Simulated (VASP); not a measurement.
# TlO2 (fluorite type) (Fm-3m) in VASP: notebook, part 2 of 2

VASP 6.6.1.

**3. Single point, PBE**

This run uses another cell than the first one, of 14.12 Å³/atom.

Contents of INCAR:

```
SYSTEM = TlO2
PREC = Accurate
ENCUT = 520
EDIFF = 1E-7
ISMEAR = -1
SIGMA = 0.06122561905347299
LREAL = .False.
LASPH = .True.
NELM = 60
ALGO = Normal
ISIF = 2
LWAVE = .False.
LCHARG = .False.
GGA = PE
NBANDS = 20
```

Contents of KPOINTS:

```
regular mesh
0
Gamma
  17 17 17
  0 0 0
```

Contents of POSCAR:

```
TlO2
1.0
    0.0000000000      2.7667501573      2.7667501573
    2.7667501573      0.0000000000      2.7667501573
    2.7667501573      2.7667501573      0.0000000000
Tl O
1 2
Direct
    0.0000000000      0.0000000000      0.0000000000
    0.2500000000      0.2500000000      0.2500000000
    0.7500000000      0.7500000000      0.7500000000
```

Potentials or basis: VASP PAW PBE potentials, release 64 (Tl_d, O).

Run with:

```sh
> cat potpaw_PBE.64/Tl_d/POTCAR potpaw_PBE.64/O/POTCAR > POTCAR
> mpirun -np 1 vasp_std > vasp.out
```

OUTCAR:

```text
SYSTEM = TlO2
   PREC = Accurate
   ENCUT = 520
   EDIFF = 1E-7
   ISMEAR = -1
   LREAL = .False.
   LASPH = .True.
   NELM = 60
   ISIF = 2
   GGA = PE

 ion  position               nearest neighbor table
   1  0.000  0.000  0.000-   3 2.40   3 2.40   3 2.40   2 2.40   2 2.40   2 2.40   3 2.40   2 2.40

   2  0.250  0.250  0.250-   1 2.40   1 2.40   1 2.40   1 2.40
   3  0.750  0.750  0.750-   1 2.40   1 2.40   1 2.40   1 2.40

  LATTYP: Found a face centered cubic cell.
 ALAT       =     5.5335003146

  Lattice vectors:

 A1 = (   0.0000000000,   2.7667501573,   2.7667501573)
 A2 = (   2.7667501573,   0.0000000000,   2.7667501573)
 A3 = (   2.7667501573,   2.7667501573,   0.0000000000)

Analysis of symmetry for initial positions (statically):
=====================================================================
 Subroutine PRICEL returns:
 Original cell was already a primitive cell.

 Routine SETGRP: Setting up the symmetry group for a
 face centered cubic supercell.

 Subroutine GETGRP returns: Found 48 space group operations
 (whereof 48 operations were pure point group operations)
 out of a pool of 48 trial point group operations.

The static configuration has the point symmetry O_h .

Analysis of symmetry for dynamics (positions and initial velocities):
=====================================================================
 Subroutine PRICEL returns:
 Original cell was already a primitive cell.

 Routine SETGRP: Setting up the symmetry group for a
 face centered cubic supercell.

 Subroutine GETGRP returns: Found 48 space group operations
 (whereof 48 operations were pure point group operations)
 out of a pool of 48 trial point group operations.

The dynamic configuration has the point symmetry O_h .

 Subroutine INISYM returns: Found 48 space group operations
 (whereof 48 operations are pure point group operations),
 and found     1 'primitive' translations

----------------------------------------------------------------------------------------

                                     Primitive cell

  volume of cell :      42.3584

  direct lattice vectors                    reciprocal lattice vectors
     0.000000000  2.766750157  2.766750157    -0.180717438  0.180717438  0.180717438
     2.766750157  0.000000000  2.766750157     0.180717438 -0.180717438  0.180717438
     2.766750157  2.766750157  0.000000000     0.180717438  0.180717438 -0.180717438

  length of vectors
     3.912775596  3.912775596  3.912775596     0.313011784  0.313011784  0.313011784

  position of ions in fractional coordinates (direct lattice)
     0.000000000  0.000000000  0.000000000
     0.250000000  0.250000000  0.250000000
     0.750000000  0.750000000  0.750000000

  ion indices of the primitive-cell ions
   primitive index   ion index
                 1           1
                 2           2
                 3           3

----------------------------------------------------------------------------------------

 KPOINTS: regular mesh

Automatic generation of k-mesh.
 Grid dimensions read from file:
 generate k-points for:   17   17   17

 Generating k-lattice:

  Cartesian coordinates                     Fractional coordinates (reciprocal lattice)
    -0.010630438  0.010630438  0.010630438     0.058823529  0.000000000  0.000000000
     0.010630438 -0.010630438  0.010630438     0.000000000  0.058823529  0.000000000
     0.010630438  0.010630438 -0.010630438     0.000000000  0.000000000  0.058823529

  Length of vectors
     0.018412458  0.018412458  0.018412458

  Shift w.r.t. Gamma in fractional coordinates (k-lattice)
     0.000000000  0.000000000  0.000000000

 Subroutine IBZKPT returns following result:
 ===========================================

 Found    165 irreducible k-points:

 Following reciprocal coordinates:
            Coordinates               Weight
  0.000000  0.000000  0.000000      1.000000
  0.058824  0.000000  0.000000      8.000000
  0.117647  0.000000  0.000000      8.000000
  0.176471  0.000000  0.000000      8.000000
  0.235294  0.000000  0.000000      8.000000
  0.294118  0.000000  0.000000      8.000000
[... 16 lines left out ...]
 -0.176471  0.058824  0.000000     24.000000
 -0.117647  0.058824  0.000000     24.000000
 [... further k-points ...]
   k-points           NKPTS =    165   k-points in BZ     NKDIM =    165   number of bands    NBANDS=     20
   number of dos      NEDOS =    301   number of ions     NIONS =      3
   total plane-waves  NPLWV =  27000
   dimension x,y,z NGX =    30 NGY =   30 NGZ =   30
   dimension x,y,z NGXF=    60 NGYF=   60 NGZF=   60
   ions per type =               1   2
   NGX,Y,Z   is equivalent  to a cutoff of  12.75, 12.75, 12.75 a.u.
   NGXF,Y,Z  is equivalent  to a cutoff of  25.49, 25.49, 25.49 a.u.
 SYSTEM =  TlO2
   PREC   = accura    normal or accurate (medium, high low for compatibility)
   ISTART =      0    job   : 0-new  1-cont  2-samecut
   ICHARG =      2    charge: 1-file 2-atom 10-const
   ISPIN  =      1    spin polarized calculation?
   LNONCOLLINEAR =      F non collinear calculations
   LSORBIT =      F    spin-orbit coupling
   LASPH  =      T    aspherical Exc in radial PAW
   ENCUT  =  520.0 eV  38.22 Ry    6.18 a.u.   7.28  7.28  7.28*2*pi/ulx,y,z
   NELM   =     60;   NELMIN=  2; NELMDL= -5     # of ELM steps
   EDIFF  = 0.1E-06   stopping-criterion for ELM
   LREAL  =      F    real-space projection
   EDIFFG = 0.1E-05   stopping-criterion for IOM
   NSW    =      0    number of steps for IOM
   IBRION =     -1    ionic relax: 0-MD 1-quasi-New 2-CG
   NFREE  =      0    steps in history (QN), initial steepest desc. (CG)
   ISIF   =      2    stress and relaxation
   ISYM   =      2    0-nonsym 1-usesym 2-fastsym
   POTIM  = 0.5000    time-step for ionic-motion
   TEBEG  =    0.0;   TEEND  =   0.0 temperature during run
   PSTRESS=    0.0 pullay stress
   NELECT =      25.0000    total number of electrons
   NUPDOWN=      -1.0000    fix difference up-down
   EMIN   =  10.00;   EMAX   =-10.00  energy-range for DOS
   EFERMI =   0.00;   METHOD = LEGACY
   ISMEAR =    -1;   SIGMA  =   0.06  broadening in eV -4-tet -1-fermi 0-gaus
   EFERMI_NEDOS =   21; number of points for ismear=-14 and -15
   IALGO  =     38    algorithm
   IMIX   =      4    mixing-type and parameters
     AMIX     =   0.40;   BMIX     =  1.00
     AMIX_MAG =   1.60;   BMIX_MAG =  1.00
  volume/ion in A,a.u.               =      14.12        95.28
  Fermi-wavevector in a.u.,A,eV,Ry     =   1.373225  2.595018 25.657127  1.885746
  Thomas-Fermi vector in A             =   2.498761
   LORBIT       =      0    0 simple, 1 ext, 2 COOP (PROOUT), +10 PAW based schemes
   GGA     = PE    functional components
   LHFCALC =     F    Hartree Fock is set to
   AEXX    =    0.0000 exact exchange contribution
   IVDW    =     0    specifies the selected vdW correction
   LEPSILON=     F    determine dielectric tensor
   LRPA    =     F    only Hartree local field effects (RPA)
 non-spin polarized calculation
  energy-cutoff  :      520.00
  volume of cell :       42.36
 maximum number of plane-waves:      1158
 NGX is ok and might be reduce to    30
   NGX = 15   NGY = 15   NGZ = 15

 number of electron      24.9999995 magnetization

 Free energy of the ion-electron system (eV)
  ---------------------------------------------------
  ext. energy  EPLUGINS =         0.00000000
  ---------------------------------------------------
  free energy    TOTEN  =       -12.44483700 eV

  energy without entropy =      -12.38977502  energy(sigma->0) =      -12.41730601

 E-fermi :   3.4488     XC(G=0): -10.6606

 val. band max:        3.4434747939   @ k =  -0.4706   0.4706   0.0000
 cond. band min:       3.4495527736   @ k =   0.4706   0.4706   0.0000
 fundamental gap:      0.0060779797
 Fermi energy:         3.4487875870

 k-point     1 :       0.0000    0.0000    0.0000
  band No.  band energies     occupation
      1     -14.0418      2.00000
      2     -11.9686      2.00000
      3      -6.3086      2.00000
      4      -6.3086      2.00000
      5      -6.3086      2.00000
      6      -5.7649      2.00000
[... 12 lines left out ...]
     19      20.4327      0.00000
     20      20.4327      0.00000
[... 507 lines left out ...]
 k-point    24 :      -0.1176    0.0588    0.0000
  band No.  band energies     occupation
      1     -13.9100      2.00000
      2     -12.1203      2.00000
      3      -6.2647      2.00000
      4      -6.2516      2.00000
      5      -6.0731      2.00000
      6      -5.7815      2.00000
[... 12 lines left out ...]
     19      20.0029      0.00000
     20      20.2485      0.00000

 [... further k-points ...]
[... 5 lines left out ...]
  --------------------------------------------------------------------------------------
  -------------------------------------------------------------------------------------
  Total       -1.1237607     -1.1237607     -1.1237607      0.0000000      0.0000000      0.0000000
  in kB      -42.5054492    -42.5054492    -42.5054492      0.0000000      0.0000000      0.0000000
  external PRESSURE =     -42.5054492 kB  Pullay stress =       0.0000000 kB

 VOLUME and BASIS-vectors are now :
 -----------------------------------------------------------------------------
  energy-cutoff  :      520.00
  volume of cell :       42.36
      direct lattice vectors                 reciprocal lattice vectors
     0.000000000  2.766750157  2.766750157    -0.180717438  0.180717438  0.180717438
     2.766750157  0.000000000  2.766750157     0.180717438 -0.180717438  0.180717438
     2.766750157  2.766750157  0.000000000     0.180717438  0.180717438 -0.180717438

 POSITION                                       TOTAL-FORCE (eV/Angst)
 -----------------------------------------------------------------------------------
      0.00000      0.00000      0.00000        -0.000000      0.000000      0.000000
      1.38338      1.38338      1.38338        -0.000000      0.000000     -0.000000
      4.15013      4.15013      4.15013         0.000000     -0.000000      0.000000
 -----------------------------------------------------------------------------------
    total drift:                                0.000000     -0.000000      0.000000

  FREE ENERGIE OF THE ION-ELECTRON SYSTEM (eV)
  ---------------------------------------------------
  free  energy   TOTEN  =       -12.4448370030 eV

  energy  without entropy=      -12.3897750196  energy(sigma->0) =      -12.41730601
```

Wall time 96 s (1 thread of Oxide Virtual Turin-like, shared host); peak memory 0.23 GiB.

What came out:

* Free energy: -12.4448 eV
* Pressure: -4.3 GPa
* Band gap on the k mesh: zero (an odd number of electrons rules out a gap without spin polarisation)

Caveat: the cell stands under tension; spin-orbit coupling is left out, which moves the levels of the heavy elements; an odd number of electrons without spin polarisation forces a metal; a magnetic or distorted state may lie lower.

**4. Single point, PBE**

This run uses another cell than the first one, of 14.39 Å³/atom.

Contents of INCAR:

```
SYSTEM = TlO2
PREC = Accurate
ENCUT = 520
EDIFF = 1E-7
ISMEAR = -1
SIGMA = 0.06122561905347299
LREAL = .FALSE.
LASPH = .TRUE.
NELM = 100
ALGO = Normal
ISIF = 2
LWAVE = .FALSE.
LCHARG = .FALSE.
GGA = PE
NBANDS = 20
```

Contents of KPOINTS:

```
Automatic mesh
0
G
  17 17 17
  0 0 0
```

Contents of POSCAR:

```
TlO2
1.0
    0.0000000000      2.7843732449      2.7843732449
    2.7843732449      0.0000000000      2.7843732449
    2.7843732449      2.7843732449      0.0000000000
Tl O
1 2
Direct
    0.0000000000      0.0000000000      0.0000000000
    0.2500000000      0.2500000000      0.2500000000
    0.7500000000      0.7500000000      0.7500000000
```

Run with:

```sh
> cat potpaw_PBE.64/Tl_d/POTCAR potpaw_PBE.64/O/POTCAR > POTCAR
> mpirun -np 1 vasp_std > vasp.out
```

Wall time 2 min (1 thread of Oxide Virtual Turin-like, shared host); peak memory 0.23 GiB.

It converged, with:

| Item | Value |
| --- | --- |
| Free energy | -12.4199 eV |
| Pressure | -6.0 GPa |
| Band gap on the k mesh | zero (an odd number of electrons rules out a gap without spin polarisation) |

Levels at points of the mesh, in eV from the Fermi level:
```csv
k point,band 9,band 10,band 11,band 12,band 13,band 14,band 15,band 16,band 17,band 18
"(0.00, 0.00, 0.00)",-0.96,-0.96,-0.67,-0.67,-0.67,-0.61,8.91,8.91,8.91,13.00
```

Caveat: the cell stands under tension; spin-orbit coupling is left out, which moves the levels of the heavy elements; an odd number of electrons without spin polarisation forces a metal; a magnetic or distorted state may lie lower.

**5. Overview**

| cell | gap on the mesh (eV) | pressure (GPa) |
| --- | --- | --- |
| a = 3.888 Å, angles 60.0°, 3 atoms | none | -2.3 |
| a = 3.913 Å, angles 60.0°, 3 atoms | none | -4.3 |
| a = 3.938 Å, angles 60.0°, 3 atoms | none | -6.0 |

Alike in all rows: task single point; level PBE; potentials or basis VASP PAW PBE potentials, release 64 (Tl_d, O); no spin polarisation; k mesh 17 × 17 × 17; cutoff (eV) 520; smearing fermi-dirac 0.0612256 eV.

Caveats: spin-orbit coupling is left out, which moves the levels of the heavy elements; an odd number of electrons without spin polarisation forces a metal; a magnetic or distorted state may lie lower; the cell stands under tension (at least some runs).

Absolute energies hang on the potentials; compare differences alone.
